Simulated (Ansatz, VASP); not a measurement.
# BaTiO3: VASP beside Ansatz

INCAR

```
SYSTEM = BaTiO3
PREC = Accurate ; ENCUT = 520
EDIFF = 1E-7 ; ISMEAR = 0
SIGMA = 0.05 ; LREAL = .False.
LASPH = .True. ; NELM = 100
ALGO = Normal ; ISIF = 2
LWAVE = .False. ; LCHARG = .False.
GGA = PE ; NBANDS = 28
```

The input KPOINTS:

```
Automatic mesh
0
Gamma
  6 6 6
  0 0 0
```

File POSCAR:

```
BaTiO3
1.0
    3.0224497968      1.7450122038      2.1143486673
   -3.0224497968      1.7450122038      2.1143486673
    0.0000000000     -3.4900244076      2.1143486673
Ba Ti O
1 1 3
Direct
    0.0049545205      0.0049545205      0.0049545205
    0.5191875227      0.5191875227      0.5191875227
    0.4883938465      0.4883938465      0.9777702638
    0.4883938465      0.9777702638      0.4883938465
    0.9777702638      0.4883938465      0.4883938465
```

Input for Ansatz:

```yaml
crystal:
  lattice:
    - [3.0224497968, 1.7450122038, 2.1143486673]
    - [-3.0224497968, 1.7450122038, 2.1143486673]
    - [0.0, -3.4900244076, 2.1143486673]
  atoms:
    - { symbol: Ba, position: [0.0049545205, 0.0049545205, 0.0049545205] }
    - { symbol: Ti, position: [0.5191875227, 0.5191875227, 0.5191875227] }
    - { symbol: O, position: [0.4883938465, 0.4883938465, 0.9777702638] }
    - { symbol: O, position: [0.4883938465, 0.9777702638, 0.4883938465] }
    - { symbol: O, position: [0.9777702638, 0.4883938465, 0.4883938465] }
basis:
  ecutwfc: 420
kpoints:
  mp_grid: { grid: [6, 6, 6] }
hamiltonian:
  xc: pbe
scf:
  occupations: { method: gaussian, width: 0.05 }
output:
  forces: true
  stress: true
  eigenvalues: true
```

Alike in both runs: task single point; functional PBE; k mesh 6 × 6 × 6; occupations gaussian, width 0.05 eV; no spin polarisation.

|  | VASP | Ansatz |
| --- | --- | --- |
| version | VASP 6.6.1 | Ansatz 0.2.0 |
| potentials or method | VASP PAW PBE potentials, release 64 (Ba_sv, Ti_sv, O), cutoff 520 eV | scalar-relativistic, plane waves, PAW |
| valence electrons in the cell | 40 | 40 |

|  | VASP | Ansatz | Ansatz less VASP |
| --- | --- | --- | --- |
| gap on the k mesh at the Fermi level (eV) | 1.94 | 1.97 | +0.030 |
| least direct gap on the mesh (eV) | 2.37 | 2.39 | +0.013 |
| pressure (GPa) | 1.6 | -0.1 | -1.71 |
| traceless stress, the component that is largest in VASP (GPa) | 23.37 | 22.85 | -0.528 |
| rms of the force components (eV/Å) | 0.234 | 0.233 | -0.0018 |

Atom by atom the forces differ by 0.033 eV/Å (rms over components). With one functional, cell and mesh, what is left measures potentials, basis and numerics.

Neither program's run includes spin-orbit coupling.
